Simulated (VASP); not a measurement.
# TaN (P-62m) in VASP: single point with PBEsol

Aim: the single point of TaN with PBEsol.

Program: VASP 6.6.1. These are calculated values, not measurements. Logs are shortened: lines on timing, memory, paths and dates and some standing lists are left out, and cuts for length are marked.

## 1. The cell of the first run

Symmetry: P-62m, No. 189, hexagonal system. Conventional cell: a = 5.178 Å, b = 5.178 Å, c = 2.896 Å, α = 90.00°, β = 90.00°, γ = 120.00°. Within 2.7 Å of Ta (site symmetry -62m) lie 3 N at 2.04 Å. Ta (site symmetry -6) has 6 N at 2.15 Å and 5 Ta at 2.90 to 2.99 Å within 3.0 Å. Within 2.9 Å of N (site symmetry m2m) lie 5 Ta at 2.04 to 2.15 Å and 6 N at 2.76 to 2.90 Å.

## 2. Single point, PBEsol

INCAR

```
SYSTEM = TaN
  ALGO = Normal
  EDIFF = 1E-7
  ENCUT = 520
  GGA = PS
  ISIF = 2
  ISMEAR = 1
  KPAR = 2
  LASPH = .TRUE.
  LCHARG = .FALSE.
  LREAL = Auto
  LWAVE = .FALSE.
  NBANDS = 249
  NCORE = 2
  NELM = 100
  PREC = Accurate
  SIGMA = 0.1
```

KPOINTS

```
k-points
0
G
  2 2 2
  0 0 0
```

POSCAR

```
TaN
1.0
    7.7675072890      4.4845723668      0.0000000000
   -7.7675072393      4.4845724529      0.0000000000
    0.0000000000      0.0000000000      8.6876379772
Ta N
27 27
Direct
    0.0000000000      0.0000000000      0.0000000000
    0.3333333333      0.6666666667      0.0000000000
    0.6666666667      0.3333333333      0.0000000000
    0.0000000000      0.6666666667      0.1666666667
    0.3333333333      0.3333333334      0.1666666667
    0.6666666667      0.0000000000      0.1666666667
    0.0000000000      0.3333333333      0.1666666667
    0.3333333333      0.0000000000      0.1666666667
    0.6666666667      0.6666666666      0.1666666667
    0.0000000000      0.0000000000      0.3333333333
    0.3333333333      0.6666666667      0.3333333333
    0.6666666667      0.3333333333      0.3333333333
    0.0000000000      0.6666666667      0.5000000000
    0.3333333333      0.3333333334      0.5000000000
    0.6666666667      0.0000000000      0.5000000000
    0.0000000000      0.3333333333      0.5000000000
    0.3333333333      0.0000000000      0.5000000000
    0.6666666667      0.6666666666      0.5000000000
    0.0000000000      0.0000000000      0.6666666667
    0.3333333333      0.6666666667      0.6666666667
    0.6666666667      0.3333333333      0.6666666667
    0.0000000000      0.6666666667      0.8333333333
    0.3333333333      0.3333333334      0.8333333333
    0.6666666667      0.0000000000      0.8333333333
    0.0000000000      0.3333333333      0.8333333333
    0.3333333333      0.0000000000      0.8333333333
    0.6666666667      0.6666666666      0.8333333333
    0.1311380463      0.8688619537      0.0000000000
    0.4644713796      0.5355286204      0.0000000000
    0.7978047130      0.2021952870      0.0000000000
    0.0710572407      0.5355286204      0.0000000000
    0.4043905741      0.2021952870      0.0000000000
    0.7377239074      0.8688619537      0.0000000000
    0.1311380463      0.2622760926      0.0000000000
    0.4644713796      0.9289427593      0.0000000000
    0.7978047130      0.5956094259      0.0000000000
    0.1311380463      0.8688619537      0.3333333333
    0.4644713796      0.5355286204      0.3333333333
    0.7978047130      0.2021952870      0.3333333333
    0.0710572407      0.5355286204      0.3333333333
    0.4043905741      0.2021952870      0.3333333333
    0.7377239074      0.8688619537      0.3333333333
    0.1311380463      0.2622760926      0.3333333333
    0.4644713796      0.9289427593      0.3333333333
    0.7978047130      0.5956094259      0.3333333333
    0.1311380463      0.8688619537      0.6666666667
    0.4644713796      0.5355286204      0.6666666667
    0.7978047130      0.2021952870      0.6666666667
    0.0710572407      0.5355286204      0.6666666667
    0.4043905741      0.2021952870      0.6666666667
    0.7377239074      0.8688619537      0.6666666667
    0.1311380463      0.2622760926      0.6666666667
    0.4644713796      0.9289427593      0.6666666667
    0.7978047130      0.5956094259      0.6666666667
```

Potentials or basis: VASP PAW PBE potentials, release 64 (Ta_pv, N).

Command:

```
$ cat potpaw_PBE.64/Ta_pv/POTCAR potpaw_PBE.64/N/POTCAR > POTCAR
$ mpirun -np 4 vasp_std > vasp.out
```

OUTCAR:

```text
SYSTEM = TaN
   EDIFF = 1E-7
   ENCUT = 520
   GGA = PS
   ISIF = 2
   ISMEAR = 1
   LASPH = .TRUE.
   LREAL = Auto
   NELM = 100
   PREC = Accurate

 ion  position               nearest neighbor table
   1  0.000  0.000  0.000-  33 2.04  34 2.04  28 2.04  19 2.90  10 2.90  26 3.32   6 3.32   8 3.32
                            24 3.32   4 3.32  22 3.32   7 3.32  25 3.32  27 3.32   9 3.32   5 3.32
   2  0.333  0.667  0.000-  31 2.04  35 2.04  29 2.04  20 2.90  11 2.90  22 3.32   4 3.32  26 3.32
                             8 3.32   5 3.32  23 3.32   7 3.32  25 3.32  24 3.32   6 3.32  27 3.32
   3  0.667  0.333  0.000-  32 2.04  36 2.04  30 2.04  21 2.90  12 2.90  25 3.32   7 3.32   6 3.32
                            24 3.32  27 3.32   9 3.32   4 3.32  22 3.32   8 3.32  26 3.32  23 3.32
   4  0.000  0.667  0.167-  45 2.15  37 2.15  40 2.15  36 2.15  28 2.15  31 2.15  13 2.90  22 2.90
                             9 2.99   8 2.99   7 2.99  11 3.32  10 3.32   2 3.32   1 3.32  12 3.32
   5  0.333  0.333  0.167-  43 2.15  38 2.15  34 2.15  29 2.15  41 2.15  32 2.15  14 2.90  23 2.90
                             7 2.99   9 2.99   8 2.99  11 3.32   2 3.32  10 3.32   1 3.32  12 3.32
   6  0.667  0.000  0.167-  39 2.15  42 2.15  30 2.15  33 2.15  44 2.15  35 2.15  15 2.90  24 2.90
                             7 2.99   8 2.99   9 2.99  10 3.32  12 3.32   1 3.32   3 3.32  11 3.32
   7  0.000  0.333  0.167-  39 2.15  43 2.15  30 2.15  34 2.15  40 2.15  31 2.15  16 2.90  25 2.90
                             5 2.99   6 2.99   4 2.99  12 3.32  10 3.32   3 3.32   1 3.32  11 3.32
   8  0.333  0.000  0.167-  41 2.15  37 2.15  44 2.15  32 2.15  28 2.15  35 2.15  17 2.90  26 2.90
                             4 2.99   6 2.99   5 2.99  10 3.32  11 3.32   1 3.32   2 3.32  12 3.32
   9  0.667  0.667  0.167-  45 2.15  38 2.15  36 2.15  42 2.15  29 2.15  33 2.15  18 2.90  27 2.90
[... 71 lines left out ...]
 A1 = (   7.7675072890,   4.4845723668,   0.0000000000)
 A2 = (  -7.7675072393,   4.4845724529,   0.0000000000)
 A3 = (   0.0000000000,   0.0000000000,   8.6876379772)

Analysis of symmetry for initial positions (statically):
=====================================================================
 Subroutine PRICEL returns following result:

  LATTYP: Found a hexagonal cell.
 ALAT       =     5.1783381755
 C/A-ratio  =     0.5592294723

  Lattice vectors:

 A1 = (  -2.5891691119,  -4.4845723955,   0.0000000000)
 A2 = (   5.1783381756,  -0.0000000287,   0.0000000000)
 A3 = (   0.0000000000,   0.0000000000,   2.8958793254)

   9 primitive cells build up your supercell.

 Routine SETGRP: Setting up the symmetry group for a
 hexagonal supercell.

 Subroutine GETGRP returns: Found 12 space group operations
 (whereof 12 operations were pure point group operations)
 out of a pool of 24 trial point group operations.

The static configuration has the point symmetry D_3h.

Analysis of symmetry for dynamics (positions and initial velocities):
=====================================================================
 Subroutine PRICEL returns following result:

  LATTYP: Found a hexagonal cell.
 ALAT       =     5.1783381755
 C/A-ratio  =     0.5592294723

  Lattice vectors:

 A1 = (  -2.5891691119,  -4.4845723955,   0.0000000000)
 A2 = (   5.1783381756,  -0.0000000287,   0.0000000000)
 A3 = (   0.0000000000,   0.0000000000,   2.8958793254)

   9 primitive cells build up your supercell.

 Routine SETGRP: Setting up the symmetry group for a
 hexagonal supercell.

 Subroutine GETGRP returns: Found 12 space group operations
 (whereof 12 operations were pure point group operations)
 out of a pool of 24 trial point group operations.

The dynamic configuration has the point symmetry D_3h.

 Subroutine INISYM returns: Found 12 space group operations
 (whereof 12 operations are pure point group operations),
 and found     9 'primitive' translations

----------------------------------------------------------------------------------------

                                     Primitive cell

  volume of cell :      67.2499

  direct lattice vectors                    reciprocal lattice vectors
    -2.589169112 -4.484572395  0.000000000    -0.000000001 -0.222986699  0.000000000
     5.178338176 -0.000000029  0.000000000     0.193112146 -0.111493351  0.000000000
[... 23 lines left out ...]

 KPOINTS: k-points

Automatic generation of k-mesh.
 Grid dimensions read from file:
 generate k-points for:    2    2    2

 Generating k-lattice:

  Cartesian coordinates                     Fractional coordinates (reciprocal lattice)
     0.032185358  0.055746675  0.000000000     0.500000000  0.000000000  0.000000000
    -0.032185357  0.055746675  0.000000000     0.000000000  0.500000000  0.000000000
     0.000000000  0.000000000  0.057553043     0.000000000  0.000000000  0.500000000

  Length of vectors
     0.064370715  0.064370715  0.057553043

  Shift w.r.t. Gamma in fractional coordinates (k-lattice)
     0.000000000  0.000000000  0.000000000

 Subroutine IBZKPT returns following result:
 ===========================================

 Found      4 irreducible k-points:

 Following reciprocal coordinates:
            Coordinates               Weight
  0.000000  0.000000  0.000000      1.000000
  0.500000  0.000000  0.000000      3.000000
  0.000000  0.000000  0.500000      1.000000
  0.500000  0.000000  0.500000      3.000000
   k-points           NKPTS =      4   k-points in BZ     NKDIM =      4   number of bands    NBANDS=    249
   number of dos      NEDOS =    301   number of ions     NIONS =     54
   total plane-waves  NPLWV = 343000
   dimension x,y,z NGX =    70 NGY =   70 NGZ =   70
   dimension x,y,z NGXF=   140 NGYF=  140 NGZF=  140
   ions per type =              27  27
   NGX,Y,Z   is equivalent  to a cutoff of  12.97, 12.97, 13.40 a.u.
   NGXF,Y,Z  is equivalent  to a cutoff of  25.95, 25.95, 26.79 a.u.
 SYSTEM =  TaN
   PREC   = accura    normal or accurate (medium, high low for compatibility)
   ISTART =      0    job   : 0-new  1-cont  2-samecut
   ICHARG =      2    charge: 1-file 2-atom 10-const
   ISPIN  =      1    spin polarized calculation?
   LNONCOLLINEAR =      F non collinear calculations
   LSORBIT =      F    spin-orbit coupling
   LASPH  =      T    aspherical Exc in radial PAW
   ENCUT  =  520.0 eV  38.22 Ry    6.18 a.u.  16.68 16.68 16.15*2*pi/ulx,y,z
   NELM   =    100;   NELMIN=  2; NELMDL= -5     # of ELM steps
   EDIFF  = 0.1E-06   stopping-criterion for ELM
   LREAL  =      T    real-space projection
   EDIFFG = 0.1E-05   stopping-criterion for IOM
   NSW    =      0    number of steps for IOM
   IBRION =     -1    ionic relax: 0-MD 1-quasi-New 2-CG
   NFREE  =      0    steps in history (QN), initial steepest desc. (CG)
   ISIF   =      2    stress and relaxation
   ISYM   =      2    0-nonsym 1-usesym 2-fastsym
   POTIM  = 0.5000    time-step for ionic-motion
   TEBEG  =    0.0;   TEEND  =   0.0 temperature during run
   PSTRESS=    0.0 pullay stress
   NELECT =     432.0000    total number of electrons
   NUPDOWN=      -1.0000    fix difference up-down
   EMIN   =  10.00;   EMAX   =-10.00  energy-range for DOS
   EFERMI =   0.00;   METHOD = LEGACY
   ISMEAR =     1;   SIGMA  =   0.10  broadening in eV -4-tet -1-fermi 0-gaus
   EFERMI_NEDOS =   21; number of points for ismear=-14 and -15
   IALGO  =     38    algorithm
   IMIX   =      4    mixing-type and parameters
     AMIX     =   0.40;   BMIX     =  1.00
     AMIX_MAG =   1.60;   BMIX_MAG =  1.00
  volume/ion in A,a.u.               =      11.21        75.64
  Fermi-wavevector in a.u.,A,eV,Ry     =   1.463046  2.764756 29.123314  2.140503
  Thomas-Fermi vector in A             =   2.579187
   LORBIT       =      0    0 simple, 1 ext, 2 COOP (PROOUT), +10 PAW based schemes
   GGA     = PS    functional components
   LHFCALC =     F    Hartree Fock is set to
   AEXX    =    0.0000 exact exchange contribution
   IVDW    =     0    specifies the selected vdW correction
   LEPSILON=     F    determine dielectric tensor
   LRPA    =     F    only Hartree local field effects (RPA)
 non-spin polarized calculation
 Methfessel and Paxton  Order N= 1 SIGMA  =   0.10
  energy-cutoff  :      520.00
  volume of cell :      605.25
 maximum number of plane-waves:     16316
 NGX is ok and might be reduce to    70
   NGX = 33   NGY = 33   NGZ = 33

 number of electron     432.0000007 magnetization

 Free energy of the ion-electron system (eV)
  ---------------------------------------------------
  ext. energy  EPLUGINS =         0.00000000
  ---------------------------------------------------
  free energy    TOTEN  =      -642.99483400 eV

  energy without entropy =     -643.00035418  energy(sigma->0) =     -642.99667406

 E-fermi :   8.0340     XC(G=0): -13.2257

 val. band max:        7.9518203204   @ k =   0.5000   0.0000   0.5000
 cond. band min:       8.5455966972   @ k =   0.0000   0.0000   0.0000
 fundamental gap:      0.5937763768
 Fermi energy:         8.0340296169

 k-point     1 :       0.0000    0.0000    0.0000
  band No.  band energies     occupation
      1     -28.0116      2.00000
      2     -28.0116      2.00000
      3     -27.9388      2.00000
      4     -27.9388      2.00000
      5     -27.9388      2.00000
      6     -27.9388      2.00000
[... 913 lines left out ...]
    227       9.3753     -0.00000
    228       9.4786     -0.00000
 [bands above 228 left out]

------------------------ aborting loop because EDIFF is reached ----------------------------------------

  FORCE on cell =-STRESS in cart. coord.  units (eV):
  Direction    XX          YY          ZZ          XY          YZ          ZX
  --------------------------------------------------------------------------------------
  -------------------------------------------------------------------------------------
  Total        5.7366834      5.7366834     -1.5032105     -0.0000000      0.0000000      0.0000000
  in kB       15.1857779     15.1857779     -3.9792018     -0.0000000      0.0000000      0.0000000
  external PRESSURE =       8.7974514 kB  Pullay stress =       0.0000000 kB

 VOLUME and BASIS-vectors are now :
 -----------------------------------------------------------------------------
  energy-cutoff  :      520.00
  volume of cell :      605.25
      direct lattice vectors                 reciprocal lattice vectors
     7.767507289  4.484572367  0.000000000     0.064370716  0.111493349  0.000000000
    -7.767507239  4.484572453  0.000000000    -0.064370715  0.111493350  0.000000000
     0.000000000  0.000000000  8.687637977     0.000000000  0.000000000  0.115106086

 POSITION                                       TOTAL-FORCE (eV/Angst)
 -----------------------------------------------------------------------------------
      0.00000      0.00000      0.00000        -0.000000     -0.000000      0.000000
     -2.58917      4.48457      0.00000        -0.000000     -0.000000     -0.000000
      2.58917      4.48457      0.00000        -0.000000     -0.000000     -0.000000
     -5.17834      2.98971      1.44794        -0.000000     -0.000000      0.000000
      0.00000      2.98971      1.44794        -0.000000     -0.000000      0.000000
      5.17834      2.98971      1.44794        -0.000000     -0.000000      0.000000
[... 46 lines left out ...]
     -3.60778      6.24887      5.79176        -0.020868      0.036145     -0.000000
      1.57055      6.24887      5.79176        -0.020868      0.036145     -0.000000
 -----------------------------------------------------------------------------------
    total drift:                               -0.000000     -0.000000     -0.000000

  FREE ENERGIE OF THE ION-ELECTRON SYSTEM (eV)
  ---------------------------------------------------
  free  energy   TOTEN  =      -642.9948340041 eV

  energy  without entropy=     -643.0003541821  energy(sigma->0) =     -642.99667406
```

Wall time 13 min (4 MPI ranks of Oxide Virtual Turin-like, shared host); peak memory 0.55 GiB.

Results:

* Free energy: -642.9948 eV
* Pressure: 0.9 GPa
* Largest force: 0.042 eV/Å
* Band gap on the k mesh: zero (bands 216 and 217 overlap by 1.02 eV)

Forces in eV/Å, atoms in the order of the input:
```
Ta   0.000  0.000  0.000
Ta   0.000  0.000  0.000
Ta   0.000  0.000  0.000
Ta   0.000  0.000  0.000
Ta   0.000  0.000  0.000
Ta   0.000  0.000  0.000
Ta   0.000  0.000  0.000
Ta   0.000  0.000  0.000
Ta   0.000  0.000  0.000
Ta   0.000  0.000  0.000
Ta   0.000  0.000  0.000
Ta   0.000  0.000  0.000
Ta   0.000  0.000  0.000
Ta   0.000  0.000  0.000
Ta   0.000  0.000  0.000
Ta   0.000  0.000  0.000
Ta   0.000  0.000  0.000
Ta   0.000  0.000  0.000
Ta   0.000  0.000  0.000
Ta   0.000  0.000  0.000
Ta   0.000  0.000  0.000
Ta   0.000  0.000  0.000
Ta   0.000  0.000  0.000
Ta   0.000  0.000  0.000
Ta   0.000  0.000  0.000
Ta   0.000  0.000  0.000
Ta   0.000  0.000  0.000
N    0.042  0.000  0.000
N    0.042  0.000  0.000
N    0.042  0.000  0.000
N   -0.021 -0.036  0.000
N   -0.021 -0.036  0.000
N   -0.021 -0.036  0.000
N   -0.021  0.036  0.000
N   -0.021  0.036  0.000
N   -0.021  0.036  0.000
N    0.042  0.000  0.000
N    0.042  0.000  0.000
N    0.042  0.000  0.000
N   -0.021 -0.036  0.000
N   -0.021 -0.036  0.000
N   -0.021 -0.036  0.000
N   -0.021  0.036  0.000
N   -0.021  0.036  0.000
N   -0.021  0.036  0.000
N    0.042  0.000  0.000
N    0.042  0.000  0.000
N    0.042  0.000  0.000
N   -0.021 -0.036  0.000
N   -0.021 -0.036  0.000
N   -0.021 -0.036  0.000
N   -0.021  0.036  0.000
N   -0.021  0.036  0.000
N   -0.021  0.036  0.000
```

Caveat: the k points lie up to 0.40 Å⁻¹ apart, too coarse for converged energies and pressures of a metal; the PAW data sets were made with another functional, which shifts forces and pressure a little; spin-orbit coupling is left out, which moves the levels of the heavy elements.

The gap in the log of VASP goes by the Fermi energy; the results here count the filled bands.